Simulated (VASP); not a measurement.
Here is a VASP 6.6.1 calculation.

The input POSCAR:

```
GaC3
1.0
    3.3189500000      0.0000000000      0.0000000000
    0.0000000000      3.3189500000      0.0000000000
    0.0000000000      0.0000000000      3.3189500000
Ga C
1 3
Direct
    0.0000000000      0.0000000000      0.0000000000
    0.0000000000      0.5000000000      0.5000000000
    0.5000000000      0.0000000000      0.5000000000
    0.5000000000      0.5000000000      0.0000000000
```

File INCAR.step1:

```
PREC     = Accurate       # precision mode
ENCUT    = 520            # plane-wave cutoff, eV
ISMEAR   = -1             # smearing method
SIGMA    = 0.1            # smearing width, eV
LREAL    = False          # projectors in reciprocal space
LASPH    = True           # aspherical terms in the spheres
NELM     = 100            # most SCF steps
NBANDS   = 20             # bands
GGA      = PE             # functional
ALGO     = Normal         # electronic algorithm
EDIFF    = 1E-4           # SCF threshold, eV
LWAVE    = True           # write WAVECAR
LCHARG   = False          # write CHGCAR
```

INCAR.step2

```
PREC     = Accurate       # precision mode
ENCUT    = 520            # plane-wave cutoff, eV
EDIFF    = 1E-6           # SCF threshold, eV
ISMEAR   = -1             # smearing method
SIGMA    = 0.1            # smearing width, eV
LREAL    = False          # projectors in reciprocal space
LASPH    = True           # aspherical terms in the spheres
NELM     = 100            # most SCF steps
ALGO     = Normal         # electronic algorithm
ISIF     = 2              # what is computed and relaxed
LWAVE    = False          # write WAVECAR
LCHARG   = False          # write CHGCAR
METAGGA  = R2SCAN         # meta-GGA
LMIXTAU  = True         
NBANDS   = 20             # bands
ISTART   = 1
```

Contents of KPOINTS:

```
regular mesh
0
Gamma
  7 7 7
```

Potentials or basis: VASP PAW PBE potentials, release 64 (Ga_d, C).

Run with:

```sh
$ cat potpaw_PBE.64/Ga_d/POTCAR potpaw_PBE.64/C/POTCAR > POTCAR
$ cp INCAR.step1 INCAR
$ mpirun -np 1 vasp_std > vasp.out
$ cp INCAR.step2 INCAR
$ mpirun -np 1 vasp_std > vasp.out
```

(1) Predict the pressure.

Answers

(1) -0.2 GPa.

Caveat: the PAW data sets were made with another functional, which shifts forces and pressure a little.
